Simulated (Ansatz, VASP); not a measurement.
Rb: VASP beside Ansatz

The input INCAR:

```
  PREC = Accurate
  ENCUT = 520
  EDIFF = 1E-7
  ISMEAR = 0
  SIGMA = 0.1
  LREAL = False
  LASPH = True
  NELM = 100
  ALGO = Fast
  ISIF = 2
  LWAVE = False
  LCHARG = False
  GGA = PE
  NBANDS = 10
```

File KPOINTS:

```
regular mesh
0
Gamma
  10 10 10
```

POSCAR

```
Rb
1.0
   -2.7771374859      2.7771374859      2.7771374859
    2.7771374859     -2.7771374859      2.7771374859
    2.7771374859      2.7771374859     -2.7771374859
Rb
1
Direct
    0.0000000000      0.0000000000      0.0000000000
```

Input for Ansatz:

```yaml
crystal:
  lattice:
    - [-2.7771374859, 2.7771374859, 2.7771374859]
    - [2.7771374859, -2.7771374859, 2.7771374859]
    - [2.7771374859, 2.7771374859, -2.7771374859]
  atoms:
    - { symbol: Rb, position: [0.0, 0.0, 0.0] }
basis:
  ecutwfc: 420
kpoints:
  mp_grid: { grid: [10, 10, 10] }
hamiltonian:
  xc: pbe
scf:
  occupations: { method: gaussian, width: 0.1 }
output:
  forces: true
  stress: true
  eigenvalues: true
  write_density: true
  write_potential: true
  elf: true
  volumetric_format: npy
```

Alike in both runs: task single point; functional PBE; k mesh 10 × 10 × 10; occupations gaussian, width 0.1 eV; no spin polarisation.

|  | VASP | Ansatz |
| --- | --- | --- |
| version | VASP 6.6.1 | Ansatz 0.2.0 |
| potentials or method | VASP PAW PBE potentials, release 64 (Rb_sv), cutoff 520 eV | scalar-relativistic, plane waves, PAW |
| valence electrons in the cell | 9 | 9 |

|  | VASP | Ansatz | Ansatz less VASP |
| --- | --- | --- | --- |
| gap on the k mesh at the Fermi level (eV) | none | none | - |
| pressure (GPa) | 0.2 | 0.2 | 0.00 |

A gap of «none» marks a metal or a gap that the smearing closes. The functional is the same, so the differences come from potentials, cutoffs and numerics.
